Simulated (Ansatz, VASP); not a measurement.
# TiC in VASP and in Ansatz

The input INCAR:

```
SYSTEM = TiC
PREC     = Accurate       ! precision mode
ENCUT    = 520            ! plane-wave cutoff, eV
EDIFF    = 1E-6           ! SCF threshold, eV
ISMEAR   = 0              ! smearing method
SIGMA    = 0.15           ! smearing width, eV
LREAL    = .False.        ! projectors in reciprocal space
LASPH    = .True.         ! aspherical terms in the spheres
NELM     = 100            ! most SCF steps
ALGO     = Normal         ! electronic algorithm
ISIF     = 2              ! what is computed and relaxed
LWAVE    = .False.        ! write WAVECAR
LCHARG   = .True.         ! write CHGCAR
GGA      = PS             ! functional
LELF     = .True.         ! ELF
LVHAR    = .True.       
NBANDS   = 15             ! bands
```

File KPOINTS:

```
Automatic mesh
0
Gamma
  18 18 18
  0 0 0
```

The input POSCAR:

```
TiC
1.0
    0.0000000000      2.1315400000      2.1964600000
    2.1315400000      0.0000000000      2.1964600000
    2.1315400000      2.1315400000      0.0000000000
Ti C
1 1
Direct
    0.0000000000      0.0000000000      0.0000000000
    0.5000000000      0.5000000000      0.5000000000
```

Input for Ansatz:

```yaml
crystal:
  lattice:
    - [0.0, 2.13154, 2.19646]
    - [2.13154, 0.0, 2.19646]
    - [2.13154, 2.13154, 0.0]
  atoms:
    - { symbol: Ti, position: [0.0, 0.0, 0.0] }
    - { symbol: C, position: [0.5, 0.5, 0.5] }
basis:
  ecutwfc: 420
kpoints:
  mp_grid: { grid: [18, 18, 18] }
hamiltonian:
  xc: pbesol
scf:
  occupations: { method: gaussian, width: 0.15 }
output:
  forces: true
  stress: true
  eigenvalues: true
```

Change from the starting cell: strain -0.015 along x and y, +0.015 along z, atoms carried along.

Alike in both runs: task single point; functional PBEsol; k mesh 18 × 18 × 18; occupations gaussian, width 0.15 eV; no spin polarisation.

```csv
,VASP,Ansatz
version,VASP 6.6.1,Ansatz 0.2.0
potentials or method,"VASP PAW PBE potentials, release 64 (Ti_sv, C), cutoff 520 eV","scalar-relativistic, plane waves, PAW"
valence electrons in the cell,16,16
```

```tsv
	VASP	Ansatz	Ansatz less VASP
gap on the k mesh at the Fermi level (eV)	none	none	-
pressure (GPa)	-1.6	-1.9	-0.27
traceless stress, the component that is largest in VASP (GPa)	-7.95	-7.92	+0.034
```

VASP's potentials were made for PBE, not for PBEsol. A gap of «none» marks a metal or a gap that the smearing closes. The functional is the same, so the differences come from potentials, cutoffs and numerics.
